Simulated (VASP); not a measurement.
# HfSi5 (P6/mmm) in VASP: a series of runs

HfSi5 is run at these levels: PBE; tasks: single point, relaxation of cell and atoms.

All numbers are computed with VASP 6.6.1; they aren't measurements. Logs are shortened: lines on timing, memory, paths and dates and some standing lists are left out, and cuts for length are marked.

## Step 1: The cell of the first run

It takes space group P6/mmm (No. 191, hexagonal). Conventional cell: a = 5.012 Å, b = 5.012 Å, c = 4.285 Å, α = 90.00°, β = 90.00°, γ = 120.00°. Hf (site symmetry 6/mmm) has 18 Si at 2.89 to 3.30 Å within 3.8 Å. Si (site symmetry mmm) has 8 Si at 2.51 to 2.59 Å and 4 Hf at 3.30 Å within 3.3 Å. Si (site symmetry -6m2) has 9 Si at 2.59 to 2.89 Å and 3 Hf at 2.89 Å within 3.4 Å.

The cell was built from a structure type or drawn by symmetry, and may not be a known phase.

## Step 2: Single point, PBE

File INCAR:

```
PREC = Accurate
ENCUT = 520
EDIFF = 1E-7
ISMEAR = 0
SIGMA = 0.1
LREAL = False
LASPH = True
NELM = 100
ALGO = Normal
ISIF = 2
LWAVE = False
LCHARG = False
GGA = PE
NBANDS = 24
```

File KPOINTS:

```
Automatic mesh
0
Gamma
  12 12 10
```

File POSCAR:

```
HfSi5
1.0
    5.0117586482      0.0000000000      0.0000000000
   -2.5058793241      4.3403103070      0.0000000000
    0.0000000000      0.0000000000      4.2854197554
Hf Si
1 5
Direct
    0.0000000000      0.0000000000      0.0000000000
    0.5000000000      0.0000000000      0.5000000000
    0.5000000000      0.5000000000      0.5000000000
    0.0000000000      0.5000000000      0.5000000000
    0.3333333333      0.6666666667      0.0000000000
    0.6666666667      0.3333333333      0.0000000000
```

Potentials or basis: VASP PAW PBE potentials, release 64 (Hf_pv, Si).

Launch:

```console
$ cat potpaw_PBE.64/Hf_pv/POTCAR potpaw_PBE.64/Si/POTCAR > POTCAR
$ mpirun -np 1 vasp_std > vasp.out
```

OUTCAR:

```text
PREC = Accurate
   ENCUT = 520
   EDIFF = 1E-7
   ISMEAR = 0
   LREAL = False
   LASPH = True
   NELM = 100
   ISIF = 2
   GGA = PE

 ion  position               nearest neighbor table
   1  0.000  0.000  0.000-   5 2.89   6 2.89   6 2.89   5 2.89   6 2.89   5 2.89   2 3.30   2 3.30
                             2 3.30   2 3.30   4 3.30   4 3.30   4 3.30   3 3.30   3 3.30   4 3.30
   2  0.500  0.000  0.500-   3 2.51   4 2.51   3 2.51   4 2.51   5 2.59   6 2.59   5 2.59   6 2.59
                             1 3.30   1 3.30   1 3.30   1 3.30
   3  0.500  0.500  0.500-   4 2.51   4 2.51   2 2.51   2 2.51   5 2.59   6 2.59   5 2.59   6 2.59
                             1 3.30   1 3.30   1 3.30   1 3.30
   4  0.000  0.500  0.500-   3 2.51   3 2.51   2 2.51   2 2.51   5 2.59   6 2.59   5 2.59   6 2.59
                             1 3.30   1 3.30   1 3.30   1 3.30
   5  0.333  0.667  0.000-   4 2.59   4 2.59   2 2.59   2 2.59   3 2.59   3 2.59   1 2.89   6 2.89
                             6 2.89   1 2.89   1 2.89   6 2.89
   6  0.667  0.333  0.000-   4 2.59   4 2.59   2 2.59   2 2.59   3 2.59   3 2.59   5 2.89   1 2.89
                             5 2.89   1 2.89   1 2.89   5 2.89

  LATTYP: Found a hexagonal cell.
 ALAT       =     5.0117586482
 C/A-ratio  =     0.8550730504

  Lattice vectors:

 A1 = (   5.0117586482,   0.0000000000,   0.0000000000)
 A2 = (  -2.5058793241,   4.3403103070,   0.0000000000)
 A3 = (   0.0000000000,   0.0000000000,   4.2854197554)

Analysis of symmetry for initial positions (statically):
=====================================================================
 Subroutine PRICEL returns:
 Original cell was already a primitive cell.

 Routine SETGRP: Setting up the symmetry group for a
 hexagonal supercell.

 Subroutine GETGRP returns: Found 24 space group operations
 (whereof 24 operations were pure point group operations)
 out of a pool of 24 trial point group operations.

The static configuration has the point symmetry D_6h.

Analysis of symmetry for dynamics (positions and initial velocities):
=====================================================================
 Subroutine PRICEL returns:
 Original cell was already a primitive cell.

 Routine SETGRP: Setting up the symmetry group for a
 hexagonal supercell.

 Subroutine GETGRP returns: Found 24 space group operations
 (whereof 24 operations were pure point group operations)
 out of a pool of 24 trial point group operations.

The dynamic configuration has the point symmetry D_6h.

 Subroutine INISYM returns: Found 24 space group operations
 (whereof 24 operations are pure point group operations),
 and found     1 'primitive' translations

----------------------------------------------------------------------------------------

                                     Primitive cell

  volume of cell :      93.2190

  direct lattice vectors                    reciprocal lattice vectors
     5.011758648  0.000000000  0.000000000     0.199530758  0.115199137  0.000000000
    -2.505879324  4.340310307  0.000000000     0.000000000  0.230398273  0.000000000
     0.000000000  0.000000000  4.285419755     0.000000000  0.000000000  0.233349370

  length of vectors
     5.011758648  5.011758648  4.285419755     0.230398273  0.230398273  0.233349370

  position of ions in fractional coordinates (direct lattice)
     0.000000000  0.000000000  0.000000000
     0.500000000  0.000000000  0.500000000
     0.500000000  0.500000000  0.500000000
     1.000000000  0.500000000  0.500000000
     0.333333333  0.666666667  0.000000000
     0.666666667  0.333333333  0.000000000

  ion indices of the primitive-cell ions
   primitive index   ion index
                 1           1
                 2           2
                 3           3
                 4           4
                 5           5
                 6           6

----------------------------------------------------------------------------------------

 KPOINTS: Automatic mesh

Automatic generation of k-mesh.
 Grid dimensions read from file:
 generate k-points for:   12   12   10

 Generating k-lattice:

  Cartesian coordinates                     Fractional coordinates (reciprocal lattice)
     0.016627563  0.009599928  0.000000000     0.083333333 -0.000000000  0.000000000
     0.000000000  0.019199856  0.000000000     0.000000000  0.083333333  0.000000000
     0.000000000  0.000000000  0.023334937     0.000000000  0.000000000  0.100000000

  Length of vectors
     0.019199856  0.019199856  0.023334937

  Shift w.r.t. Gamma in fractional coordinates (k-lattice)
     0.000000000  0.000000000  0.000000000

 Subroutine IBZKPT returns following result:
 ===========================================

 Found    114 irreducible k-points:

 Following reciprocal coordinates:
            Coordinates               Weight
  0.000000  0.000000  0.000000      1.000000
  0.083333  0.000000  0.000000      6.000000
  0.166667 -0.000000  0.000000      6.000000
  0.250000 -0.000000  0.000000      6.000000
  0.333333  0.000000  0.000000      6.000000
  0.416667 -0.000000  0.000000      6.000000
[... 16 lines left out ...]
  0.250000 -0.000000  0.100000     12.000000
  0.333333  0.000000  0.100000     12.000000
 [... further k-points ...]
   k-points           NKPTS =    114   k-points in BZ     NKDIM =    114   number of bands    NBANDS=     24
   number of dos      NEDOS =    301   number of ions     NIONS =      6
   total plane-waves  NPLWV =  51200
   dimension x,y,z NGX =    40 NGY =   40 NGZ =   32
   dimension x,y,z NGXF=    80 NGYF=   80 NGZF=   64
   ions per type =               1   5
   NGX,Y,Z   is equivalent  to a cutoff of  13.27, 13.27, 12.41 a.u.
   NGXF,Y,Z  is equivalent  to a cutoff of  26.54, 26.54, 24.83 a.u.
 SYSTEM =  unknown system
   PREC   = accura    normal or accurate (medium, high low for compatibility)
   ISTART =      0    job   : 0-new  1-cont  2-samecut
   ICHARG =      2    charge: 1-file 2-atom 10-const
   ISPIN  =      1    spin polarized calculation?
   LNONCOLLINEAR =      F non collinear calculations
   LSORBIT =      F    spin-orbit coupling
   LASPH  =      T    aspherical Exc in radial PAW
   ENCUT  =  520.0 eV  38.22 Ry    6.18 a.u.   9.32  9.32  7.97*2*pi/ulx,y,z
   NELM   =    100;   NELMIN=  2; NELMDL= -5     # of ELM steps
   EDIFF  = 0.1E-06   stopping-criterion for ELM
   LREAL  =      F    real-space projection
   EDIFFG = 0.1E-05   stopping-criterion for IOM
   NSW    =      0    number of steps for IOM
   IBRION =     -1    ionic relax: 0-MD 1-quasi-New 2-CG
   NFREE  =      0    steps in history (QN), initial steepest desc. (CG)
   ISIF   =      2    stress and relaxation
   ISYM   =      2    0-nonsym 1-usesym 2-fastsym
   POTIM  = 0.5000    time-step for ionic-motion
   TEBEG  =    0.0;   TEEND  =   0.0 temperature during run
   PSTRESS=    0.0 pullay stress
   NELECT =      30.0000    total number of electrons
   NUPDOWN=      -1.0000    fix difference up-down
   EMIN   =  10.00;   EMAX   =-10.00  energy-range for DOS
   EFERMI =   0.00;   METHOD = LEGACY
   ISMEAR =     0;   SIGMA  =   0.10  broadening in eV -4-tet -1-fermi 0-gaus
   EFERMI_NEDOS =   21; number of points for ismear=-14 and -15
   IALGO  =     38    algorithm
   IMIX   =      4    mixing-type and parameters
     AMIX     =   0.40;   BMIX     =  1.00
     AMIX_MAG =   1.60;   BMIX_MAG =  1.00
  volume/ion in A,a.u.               =      15.54       104.85
  Fermi-wavevector in a.u.,A,eV,Ry     =   1.121882  2.120049 17.124552  1.258619
  Thomas-Fermi vector in A             =   2.258538
   LORBIT       =      0    0 simple, 1 ext, 2 COOP (PROOUT), +10 PAW based schemes
   GGA     = PE    functional components
   LHFCALC =     F    Hartree Fock is set to
   AEXX    =    0.0000 exact exchange contribution
   IVDW    =     0    specifies the selected vdW correction
   LEPSILON=     F    determine dielectric tensor
   LRPA    =     F    only Hartree local field effects (RPA)
 non-spin polarized calculation
 Gauss-broadening in eV      SIGMA  =   0.10
  energy-cutoff  :      520.00
  volume of cell :       93.22
 maximum number of plane-waves:      2552
 NGX is ok and might be reduce to    40
   NGX = 19   NGY = 19   NGZ = 15

 number of electron      30.0000000 magnetization

 Free energy of the ion-electron system (eV)
  ---------------------------------------------------
  ext. energy  EPLUGINS =         0.00000000
  ---------------------------------------------------
  free energy    TOTEN  =       -35.24842809 eV

  energy without entropy =      -35.23280500  energy(sigma->0) =      -35.24061654

 E-fermi :   9.2312     XC(G=0): -11.2167

 val. band max:        9.2180824369   @ k =   0.0000   0.0000   0.1000
 cond. band min:       9.2376297158   @ k =   0.2500   0.2500   0.2000
 fundamental gap:      0.0195472788
 Fermi energy:         9.2312088628

 k-point     1 :       0.0000    0.0000    0.0000
  band No.  band energies     occupation
      1     -22.3442      2.00000
      2     -22.1715      2.00000
      3     -22.1715      2.00000
      4      -5.0204      2.00000
      5       0.5044      2.00000
      6       1.9116      2.00000
[... 16 lines left out ...]
     23      12.8214      0.00000
     24      13.7158      0.00000

 k-point     2 :       0.0833    0.0000    0.0000
  band No.  band energies     occupation
      1     -22.3442      2.00000
      2     -22.1720      2.00000
      3     -22.1716      2.00000
      4      -4.9699      2.00000
      5       0.1254      2.00000
      6       1.8759      2.00000
[... 16 lines left out ...]
     23      13.1877      0.00000
     24      13.7935      0.00000
[... 565 lines left out ...]
     23      13.3189      0.00000
     24      13.4838      0.00000

 k-point    24 :       0.3333    0.0000    0.1000
  band No.  band energies     occupation
      1     -22.3454      2.00000
      2     -22.1766      2.00000
      3     -22.1726      2.00000
      4      -4.1861      2.00000
      5      -1.8068      2.00000
      6       1.6422      2.00000
[... 16 lines left out ...]
     23      12.8379      0.00000
     24      13.1172      0.00000

 [... further k-points ...]

------------------------ aborting loop because EDIFF is reached ----------------------------------------

  FORCE on cell =-STRESS in cart. coord.  units (eV):
  Direction    XX          YY          ZZ          XY          YZ          ZX
  --------------------------------------------------------------------------------------
  -------------------------------------------------------------------------------------
  Total       -0.1516621     -0.1516621     -0.1349700      0.0000000      0.0000000      0.0000000
  in kB       -2.6066531     -2.6066531     -2.3197620      0.0000000      0.0000000      0.0000000
  external PRESSURE =      -2.5110227 kB  Pullay stress =       0.0000000 kB

 VOLUME and BASIS-vectors are now :
 -----------------------------------------------------------------------------
  energy-cutoff  :      520.00
  volume of cell :       93.22
      direct lattice vectors                 reciprocal lattice vectors
     5.011758648  0.000000000  0.000000000     0.199530758  0.115199137  0.000000000
    -2.505879324  4.340310307  0.000000000     0.000000000  0.230398273  0.000000000
     0.000000000  0.000000000  4.285419755     0.000000000  0.000000000  0.233349370

 POSITION                                       TOTAL-FORCE (eV/Angst)
 -----------------------------------------------------------------------------------
      0.00000      0.00000      0.00000        -0.000000      0.000000      0.000000
      2.50588      0.00000      2.14271        -0.000000      0.000000      0.000000
      1.25294      2.17016      2.14271        -0.000000      0.000000      0.000000
     -1.25294      2.17016      2.14271        -0.000000      0.000000      0.000000
     -0.00000      2.89354      0.00000         0.000000     -0.000000      0.000000
      2.50588      1.44677      0.00000        -0.000000      0.000000      0.000000
 -----------------------------------------------------------------------------------
    total drift:                                0.000000     -0.000000      0.000000

  FREE ENERGIE OF THE ION-ELECTRON SYSTEM (eV)
  ---------------------------------------------------
  free  energy   TOTEN  =       -35.2484280884 eV

  energy  without entropy=      -35.2328049970  energy(sigma->0) =      -35.24061654
```

Run time: 3.9 min. Hardware: 1 thread of Intel Xeon 8259CL, shared host; peak memory 0.37 GiB.

What came out:

* Free energy: -35.2484 eV
* Pressure: -0.3 GPa
* Band gap on the k mesh: zero (bands 15 and 16 overlap by 2.18 eV)

Caveat: spin-orbit coupling is left out, which moves the levels of the heavy elements.

## Step 3: Relaxation of cell and atoms, PBE

This run uses another cell than the first one, of 15.50 Å³/atom.

File INCAR:

```
  ALGO = Normal
  EDIFF = 1E-7
  EDIFFG = -0.01
  ENCUT = 600
  GGA = PE
  IBRION = 2
  ISIF = 3
  ISMEAR = 0
  LASPH = T
  LCHARG = F
  LREAL = F
  LWAVE = F
  NELM = 100
  NSW = 100
  PREC = Accurate
  SIGMA = 0.1
```

File KPOINTS:

```
k-points
0
Gamma
  12 12 10
```

POSCAR, as its differences from that of step 2:

```diff
@@ -2,5 +2,5 @@
 1.0
-    5.0117586482      0.0000000000      0.0000000000
-   -2.5058793241      4.3403103070      0.0000000000
-    0.0000000000      0.0000000000      4.2854197554
+    5.0282710028      0.0000000000      0.0000000000
+   -2.5141355014      4.3546104255      0.0000000000
+    0.0000000000      0.0000000000      4.2484911584
 Hf Si
```

Potentials or basis: VASP PAW PBE potentials, release 64 (Hf_pv, Si).

Launch:

```console
$ cat potpaw_PBE.64/Hf_pv/POTCAR potpaw_PBE.64/Si/POTCAR > POTCAR
$ mpirun -np 1 vasp_std > vasp.out
```

Wall time 11 min (1 thread of Intel Xeon 8259CL, shared host); peak memory 0.41 GiB.

The run converged. Its results:

```
Free energy                           : -35.2493 eV
Relaxed volume                        : 15.50 Å³/atom
Relaxed cell                          : a = 5.009 Å, b = 5.009 Å, c = 4.279 Å, α = 90.00°, β = 90.00°, γ = 120.00°
Space group after relaxing (to 0.1 Å) : P6/mmm (No. 191)
Energy gained by relaxing             : 0.5 meV/atom
Ionic steps                           : 4
Pressure after relaxing               : 0.0 GPa
Band gap on the k mesh                : zero (bands 15 and 16 overlap by 2.18 eV)
```

The path:
```
step  energy change (eV)  largest force (eV/Å)  pressure (GPa)  volume (Å³)
   1              0.0000                0.0000           -0.25        93.03
   2             -0.0024                0.0000            0.21        92.70
   3             -0.0025                0.0000            0.33        92.62
   4             -0.0031                0.0000            0.00        92.98
```

Final structure:
```
CELL_PARAMETERS angstrom
5.00896 0.00000 0.00000
-2.50448 4.33788 0.00000
0.00000 0.00000 4.27916
ATOMIC_POSITIONS crystal
Hf 0.00000 0.00000 0.00000
Si 0.50000 0.00000 0.50000
Si 0.50000 0.50000 0.50000
Si 0.00000 0.50000 0.50000
Si 0.33333 0.66667 0.00000
Si 0.66667 0.33333 0.00000
```

Levels at points of the mesh, in eV from the Fermi level:
```tsv
k point	band 11	band 12	band 13	band 14	band 15	band 16	band 17	band 18	band 19
(0.00, 0.00, 0.00)	-4.38	-1.64	-1.35	-0.60	-0.05	-0.05	0.08	0.08	0.11
(0.50, 0.00, 0.00)	-4.30	-2.22	-1.57	-1.12	-0.98	-0.62	0.40	1.70	1.93
(0.00, 0.00, 0.50)	-5.39	-4.31	-4.31	-0.83	-0.83	0.39	0.97	2.81	3.29
(0.50, 0.00, 0.50)	-3.97	-1.05	-0.53	0.19	0.71	1.49	1.57	1.81	1.95
```

Caveat: spin-orbit coupling is left out, which moves the levels of the heavy elements.
